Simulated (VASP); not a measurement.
# NaNb3 (P4/mmm) in VASP: a series of runs

NaNb3 is run at these levels: PBE; tasks: single point, relaxation of cell and atoms.

All numbers are computed with VASP 6.6.1; they aren't measurements. Logs are shortened: lines on timing, memory, paths and dates and some standing lists are left out, and cuts for length are marked.

### 1 The cell of the first run

Symmetry: P4/mmm, No. 123, tetragonal system. The conventional cell has a = 4.041 Å, b = 4.041 Å, c = 3.999 Å, α = 90.00°, β = 90.00°, γ = 90.00°. Na (site symmetry 4/mmm) has 12 Nb at 2.84 to 2.86 Å within 3.7 Å. Nb (site symmetry mmm) has 4 Na at 2.84 Å and 8 Nb at 2.84 to 2.86 Å within 3.7 Å. Within 3.7 Å of Nb (site symmetry 4/mmm) lie 8 Nb at 2.84 Å and 4 Na at 2.86 Å.

### 2 Single point, PBE

Contents of INCAR:

```
SYSTEM = NaNb3
  PREC = Accurate
  ENCUT = 520
  EDIFF = 1E-6
  ISMEAR = 0
  SIGMA = 0.1
  LREAL = .FALSE.
  LASPH = .TRUE.
  NELM = 80
  ALGO = Normal
  ISIF = 2
  LWAVE = .FALSE.
  LCHARG = .TRUE.
  GGA = PE
  LELF = .TRUE.
  LVHAR = .TRUE.
  NBANDS = 31
```

Contents of KPOINTS:

```
Automatic mesh
0
G
  4 4 4
  0 0 0
```

Contents of POSCAR:

```
NaNb3
1.0
    4.0407314426      0.0000000000      0.0000000000
    0.0000000000      4.0407314426      0.0000000000
    0.0000000000      0.0000000000      3.9991983631
Na Nb
1 3
Direct
    0.0000000000      0.0000000000      0.0000000000
    0.0000000000      0.5000000000      0.5000000000
    0.5000000000      0.0000000000      0.5000000000
    0.5000000000      0.5000000000      0.0000000000
```

Potentials or basis: VASP PAW PBE potentials, release 64 (Na_pv, Nb_sv).

Started as:

```
$ cat potpaw_PBE.64/Na_pv/POTCAR potpaw_PBE.64/Nb_sv/POTCAR > POTCAR
$ mpirun -np 1 vasp_std > vasp.out
```

OUTCAR:

```text
SYSTEM = NaNb3
   PREC = Accurate
   ENCUT = 520
   EDIFF = 1E-6
   ISMEAR = 0
   LREAL = .FALSE.
   LASPH = .TRUE.
   NELM = 80
   ISIF = 2
   GGA = PE

 ion  position               nearest neighbor table
   1  0.000  0.000  0.000-   2 2.84   3 2.84   2 2.84   3 2.84   2 2.84   2 2.84   3 2.84   3 2.84
                             4 2.86   4 2.86   4 2.86   4 2.86
   2  0.000  0.500  0.500-   1 2.84   4 2.84   1 2.84   4 2.84   1 2.84   1 2.84   4 2.84   4 2.84
                             3 2.86   3 2.86   3 2.86   3 2.86
   3  0.500  0.000  0.500-   1 2.84   4 2.84   1 2.84   4 2.84   4 2.84   4 2.84   1 2.84   1 2.84
                             2 2.86   2 2.86   2 2.86   2 2.86
   4  0.500  0.500  0.000-   2 2.84   3 2.84   2 2.84   3 2.84   3 2.84   3 2.84   2 2.84   2 2.84
                             1 2.86   1 2.86   1 2.86   1 2.86

  LATTYP: Found a simple tetragonal cell.
 ALAT       =     4.0407314426
 C/A-ratio  =     0.9897213957

  Lattice vectors:

 A1 = (   4.0407314426,   0.0000000000,   0.0000000000)
 A2 = (   0.0000000000,   4.0407314426,   0.0000000000)
 A3 = (   0.0000000000,   0.0000000000,   3.9991983631)

Analysis of symmetry for initial positions (statically):
=====================================================================
 Subroutine PRICEL returns:
 Original cell was already a primitive cell.

 Routine SETGRP: Setting up the symmetry group for a
 simple tetragonal supercell.

 Subroutine GETGRP returns: Found 16 space group operations
 (whereof 16 operations were pure point group operations)
 out of a pool of 16 trial point group operations.

The static configuration has the point symmetry D_4h.

Analysis of symmetry for dynamics (positions and initial velocities):
=====================================================================
 Subroutine PRICEL returns:
 Original cell was already a primitive cell.

 Routine SETGRP: Setting up the symmetry group for a
 simple tetragonal supercell.

 Subroutine GETGRP returns: Found 16 space group operations
 (whereof 16 operations were pure point group operations)
 out of a pool of 16 trial point group operations.

The dynamic configuration has the point symmetry D_4h.

 Subroutine INISYM returns: Found 16 space group operations
 (whereof 16 operations are pure point group operations),
 and found     1 'primitive' translations

----------------------------------------------------------------------------------------

                                     Primitive cell

  volume of cell :      65.2970

  direct lattice vectors                    reciprocal lattice vectors
     4.040731443  0.000000000  0.000000000     0.247479946  0.000000000  0.000000000
     0.000000000  4.040731443  0.000000000     0.000000000  0.247479946  0.000000000
     0.000000000  0.000000000  3.999198363     0.000000000  0.000000000  0.250050112

  length of vectors
     4.040731443  4.040731443  3.999198363     0.247479946  0.247479946  0.250050112

  position of ions in fractional coordinates (direct lattice)
     0.000000000  0.000000000  0.000000000
     0.000000000  0.500000000  0.500000000
     0.500000000  0.000000000  0.500000000
     0.500000000  0.500000000  0.000000000

  ion indices of the primitive-cell ions
   primitive index   ion index
                 1           1
                 2           2
                 3           3
                 4           4

----------------------------------------------------------------------------------------

 KPOINTS: Automatic mesh

Automatic generation of k-mesh.
 Grid dimensions read from file:
 generate k-points for:    4    4    4

 Generating k-lattice:

  Cartesian coordinates                     Fractional coordinates (reciprocal lattice)
     0.061869987  0.000000000  0.000000000     0.250000000  0.000000000  0.000000000
     0.000000000  0.061869987  0.000000000     0.000000000  0.250000000  0.000000000
     0.000000000  0.000000000  0.062512528     0.000000000  0.000000000  0.250000000

  Length of vectors
     0.061869987  0.061869987  0.062512528

  Shift w.r.t. Gamma in fractional coordinates (k-lattice)
     0.000000000  0.000000000  0.000000000

 Subroutine IBZKPT returns following result:
 ===========================================

 Found     18 irreducible k-points:

 Following reciprocal coordinates:
            Coordinates               Weight
  0.000000  0.000000  0.000000      1.000000
  0.250000  0.000000  0.000000      4.000000
  0.500000  0.000000  0.000000      2.000000
  0.250000  0.250000  0.000000      4.000000
  0.500000  0.250000  0.000000      4.000000
  0.500000  0.500000  0.000000      1.000000
[... 10 lines left out ...]
  0.500000  0.250000  0.500000      4.000000
  0.500000  0.500000  0.500000      1.000000
   k-points           NKPTS =     18   k-points in BZ     NKDIM =     18   number of bands    NBANDS=     31
   number of dos      NEDOS =    301   number of ions     NIONS =      4
   total plane-waves  NPLWV =  27000
   dimension x,y,z NGX =    30 NGY =   30 NGZ =   30
   dimension x,y,z NGXF=    60 NGYF=   60 NGZF=   60
   ions per type =               1   3
   NGX,Y,Z   is equivalent  to a cutoff of  12.34, 12.34, 12.47 a.u.
   NGXF,Y,Z  is equivalent  to a cutoff of  24.69, 24.69, 24.94 a.u.
 SYSTEM =  NaNb3
   PREC   = accura    normal or accurate (medium, high low for compatibility)
   ISTART =      0    job   : 0-new  1-cont  2-samecut
   ICHARG =      2    charge: 1-file 2-atom 10-const
   ISPIN  =      1    spin polarized calculation?
   LNONCOLLINEAR =      F non collinear calculations
   LSORBIT =      F    spin-orbit coupling
   LASPH  =      T    aspherical Exc in radial PAW
   ENCUT  =  520.0 eV  38.22 Ry    6.18 a.u.   7.51  7.51  7.44*2*pi/ulx,y,z
   NELM   =     80;   NELMIN=  2; NELMDL= -5     # of ELM steps
   EDIFF  = 0.1E-05   stopping-criterion for ELM
   LREAL  =      F    real-space projection
   EDIFFG = 0.1E-04   stopping-criterion for IOM
   NSW    =      0    number of steps for IOM
   IBRION =     -1    ionic relax: 0-MD 1-quasi-New 2-CG
   NFREE  =      0    steps in history (QN), initial steepest desc. (CG)
   ISIF   =      2    stress and relaxation
   ISYM   =      2    0-nonsym 1-usesym 2-fastsym
   POTIM  = 0.5000    time-step for ionic-motion
   TEBEG  =    0.0;   TEEND  =   0.0 temperature during run
   PSTRESS=    0.0 pullay stress
   NELECT =      46.0000    total number of electrons
   NUPDOWN=      -1.0000    fix difference up-down
   EMIN   =  10.00;   EMAX   =-10.00  energy-range for DOS
   EFERMI =   0.00;   METHOD = LEGACY
   ISMEAR =     0;   SIGMA  =   0.10  broadening in eV -4-tet -1-fermi 0-gaus
   EFERMI_NEDOS =   21; number of points for ismear=-14 and -15
   IALGO  =     38    algorithm
   IMIX   =      4    mixing-type and parameters
     AMIX     =   0.40;   BMIX     =  1.00
     AMIX_MAG =   1.60;   BMIX_MAG =  1.00
  volume/ion in A,a.u.               =      16.32       110.16
  Fermi-wavevector in a.u.,A,eV,Ry     =   1.456677  2.752720 28.870292  2.121907
  Thomas-Fermi vector in A             =   2.573567
   LORBIT       =      0    0 simple, 1 ext, 2 COOP (PROOUT), +10 PAW based schemes
   GGA     = PE    functional components
   LHFCALC =     F    Hartree Fock is set to
   AEXX    =    0.0000 exact exchange contribution
   IVDW    =     0    specifies the selected vdW correction
   LEPSILON=     F    determine dielectric tensor
   LRPA    =     F    only Hartree local field effects (RPA)
 non-spin polarized calculation
 Gauss-broadening in eV      SIGMA  =   0.10
  energy-cutoff  :      520.00
  volume of cell :       65.30
 maximum number of plane-waves:      1775
   NGX = 15   NGY = 15   NGZ = 15

 number of electron      45.9999974 magnetization

 Free energy of the ion-electron system (eV)
  ---------------------------------------------------
  ext. energy  EPLUGINS =         0.00000000
  ---------------------------------------------------
  free energy    TOTEN  =       -27.94911006 eV

  energy without entropy =      -27.91743865  energy(sigma->0) =      -27.93327436

 E-fermi :  10.4544     XC(G=0): -12.1454

 val. band max:       10.3659801135   @ k =   0.2500   0.2500   0.0000
 cond. band min:      10.4575921312   @ k =   0.2500   0.2500   0.5000
 fundamental gap:      0.0916120177
 Fermi energy:        10.4544014834

 k-point     1 :       0.0000    0.0000    0.0000
  band No.  band energies     occupation
      1     -44.2021      2.00000
      2     -43.8798      2.00000
      3     -43.8536      2.00000
      4     -20.7723      2.00000
      5     -20.7723      2.00000
      6     -20.7676      2.00000
[... 23 lines left out ...]
     30      14.9772      0.00000
     31      15.9446      0.00000

 k-point     2 :       0.2500    0.0000    0.0000
  band No.  band energies     occupation
      1     -44.1599      2.00000
      2     -43.9182      2.00000
      3     -43.8579      2.00000
      4     -20.6797      2.00000
      5     -20.6731      2.00000
      6     -20.6172      2.00000
[... 23 lines left out ...]
     30      14.3795      0.00000
     31      14.8615      0.00000

 k-point     3 :       0.5000    0.0000    0.0000
  band No.  band energies     occupation
      1     -44.0899      2.00000
      2     -43.9882      2.00000
      3     -43.8585      2.00000
      4     -20.5514      2.00000
      5     -20.5420      2.00000
      6     -20.2481      2.00000
[... 23 lines left out ...]
     30      12.8533      0.00000
     31      14.7229      0.00000

 k-point     4 :       0.2500    0.2500    0.0000
  band No.  band energies     occupation
      1     -44.1222      2.00000
      2     -43.9336      2.00000
      3     -43.8799      2.00000
      4     -20.7333      2.00000
      5     -20.5729      2.00000
      6     -20.3990      2.00000
[... 431 lines left out ...]
     30      13.1298      0.00000
     31      14.0061      0.00000

 k-point    17 :       0.5000    0.2500    0.5000
  band No.  band energies     occupation
      1     -43.9859      2.00000
      2     -43.9856      2.00000
      3     -43.9594      2.00000
      4     -21.0152      2.00000
      5     -20.6669      2.00000
      6     -20.5119      2.00000
[... 23 lines left out ...]
     30      13.4677      0.00000
     31      13.5718      0.00000

 k-point    18 :       0.5000    0.5000    0.5000
  band No.  band energies     occupation
      1     -43.9848      2.00000
      2     -43.9848      2.00000
      3     -43.9585      2.00000
      4     -21.2053      2.00000
      5     -20.6711      2.00000
      6     -20.6711      2.00000
[... 23 lines left out ...]
     30      13.2211      0.00000
     31      13.3426      0.00000

------------------------ aborting loop because EDIFF is reached ----------------------------------------

  FORCE on cell =-STRESS in cart. coord.  units (eV):
  Direction    XX          YY          ZZ          XY          YZ          ZX
  --------------------------------------------------------------------------------------
  -------------------------------------------------------------------------------------
  Total        8.4352361      8.4352361      8.2420694      0.0000000      0.0000000      0.0000000
  in kB      206.9735777    206.9735777    202.2338874      0.0000000      0.0000000      0.0000000
  external PRESSURE =     205.3936810 kB  Pullay stress =       0.0000000 kB

 VOLUME and BASIS-vectors are now :
 -----------------------------------------------------------------------------
  energy-cutoff  :      520.00
  volume of cell :       65.30
      direct lattice vectors                 reciprocal lattice vectors
     4.040731443  0.000000000  0.000000000     0.247479946  0.000000000  0.000000000
     0.000000000  4.040731443  0.000000000     0.000000000  0.247479946  0.000000000
     0.000000000  0.000000000  3.999198363     0.000000000  0.000000000  0.250050112

 POSITION                                       TOTAL-FORCE (eV/Angst)
 -----------------------------------------------------------------------------------
      0.00000      0.00000      0.00000         0.000000      0.000000      0.000000
      0.00000      2.02037      1.99960         0.000000      0.000000      0.000000
      2.02037      0.00000      1.99960         0.000000      0.000000      0.000000
      2.02037      2.02037      0.00000         0.000000      0.000000      0.000000
 -----------------------------------------------------------------------------------
    total drift:                                0.000000      0.000000     -0.000000

  FREE ENERGIE OF THE ION-ELECTRON SYSTEM (eV)
  ---------------------------------------------------
  free  energy   TOTEN  =       -27.9491100611 eV

  energy  without entropy=      -27.9174386520  energy(sigma->0) =      -27.93327436
```

Run time: 33 s. Hardware: 1 thread of Intel Xeon Platinum 8375C at 2.90GHz (Ice Lake), shared host; peak memory 0.18 GiB.

Results:

| Quantity | Value |
| --- | --- |
| Free energy | -27.9491 eV |
| Pressure | 20.5 GPa |
| Band gap on the k mesh | zero (band 23 reaches 12.31 eV, above the bottom of band 24 at 10.24 eV) |

Caveat: the k points lie up to 0.39 Å⁻¹ apart.

### 3 Relaxation of cell and atoms, PBE

Contents of INCAR:

```
SYSTEM = NaNb3
ALGO     = Fast           ! electronic algorithm
EDIFF    = 1E-6           ! SCF threshold, eV
EDIFFG   = -0.04          ! ionic threshold
ENCUT    = 600            ! plane-wave cutoff, eV
GGA      = PE             ! functional
IBRION   = 2              ! ionic algorithm
ISIF     = 3              ! what is computed and relaxed
ISMEAR   = 0              ! smearing method
LASPH    = .TRUE.         ! aspherical terms in the spheres
LCHARG   = .FALSE.        ! write CHGCAR
LREAL    = .FALSE.        ! projectors in reciprocal space
LWAVE    = .FALSE.        ! write WAVECAR
NELM     = 100            ! most SCF steps
NSW      = 90             ! ionic steps
PREC     = Accurate       ! precision mode
SIGMA    = 0.1            ! smearing width, eV
```

Contents of KPOINTS:

```
k-points
0
G
  4 4 4
  0 0 0
```

POSCAR is that of step 2.

Potentials or basis: VASP PAW PBE potentials, release 64 (Na_pv, Nb_sv).

Started as:

```
$ cat potpaw_PBE.64/Na_pv/POTCAR potpaw_PBE.64/Nb_sv/POTCAR > POTCAR
$ mpirun -np 1 vasp_std > vasp.out
```

It took 11 min on 1 thread of Intel Xeon Platinum 8375C at 2.90GHz (Ice Lake), shared host; peak memory 0.2 GiB.

The run converged. Its results:

- Free energy: -28.8861 eV
- Relaxed volume: 18.74 Å³/atom
- Relaxed cell: a = 4.639 Å, b = 4.639 Å, c = 3.483 Å, α = 90.00°, β = 90.00°, γ = 90.00°
- Space group after relaxing (to 0.05 Å): P4/mmm (No. 123)
- Energy gained by relaxing: 234.2 meV/atom
- Ionic steps: 14
- Pressure after relaxing: 0.1 GPa
- Band gap on the k mesh: zero (band 23 reaches 10.31 eV, above the bottom of band 24 at 8.31 eV)

Step by step:
```tsv
step	energy change (eV)	largest force (eV/Å)	pressure (GPa)	volume (Å³)
1	0.0000	0.0000	20.57	65.30
2	-0.0627	0.0000	-12.28	87.17
3	-0.5713	0.0000	-0.39	75.54
4	-0.5716	0.0000	-0.05	75.31
5	-0.5714	0.0000	0.30	75.10
6	-0.5740	0.0000	0.27	75.12
7	-0.5880	0.0000	0.25	75.16
8	-0.6386	0.0000	0.15	75.19
9	-0.7773	0.0000	-0.14	75.07
10	-0.9326	0.0000	1.43	74.08
11	-0.9358	0.0000	0.46	74.72
12	-0.9358	0.0000	0.47	74.73
13	-0.9365	0.0000	0.30	74.82
14	-0.9369	0.0000	0.08	74.95
```

Final structure:
```
CELL_PARAMETERS angstrom
4.63926 0.00000 0.00000
0.00000 4.63926 0.00000
0.00000 0.00000 3.48256
ATOMIC_POSITIONS crystal
Na 0.00000 0.00000 0.00000
Nb 0.00000 0.50000 0.50000
Nb 0.50000 0.00000 0.50000
Nb 0.50000 0.50000 0.00000
```

Levels at points of the mesh, in eV from the Fermi level:
| k point | band 19 | band 20 | band 21 | band 22 | band 23 | band 24 | band 25 | band 26 |
| --- | --- | --- | --- | --- | --- | --- | --- | --- |
| (0.00, 0.00, 0.00) | -2.52 | -1.99 | -1.29 | -1.29 | 1.78 | 1.78 | 1.89 | 2.29 |
| (0.50, 0.00, 0.00) | -1.63 | -1.05 | -0.95 | -0.29 | 0.03 | 0.46 | 0.70 | 1.18 |
| (0.50, 0.50, 0.00) | -1.82 | -0.92 | -0.92 | 0.46 | 0.51 | 0.63 | 0.92 | 1.07 |
| (0.00, 0.00, 0.50) | -1.18 | -1.13 | -1.13 | -0.14 | -0.14 | -0.01 | 0.80 | 1.09 |
| (0.50, 0.00, 0.50) | -1.37 | -1.26 | -0.85 | -0.67 | -0.44 | -0.15 | 0.21 | 0.90 |
| (0.50, 0.50, 0.50) | -2.65 | -1.35 | 0.17 | 0.17 | 1.72 | 1.91 | 1.91 | 2.20 |

Caveat: the k points lie up to 0.45 Å⁻¹ apart in the final cell.
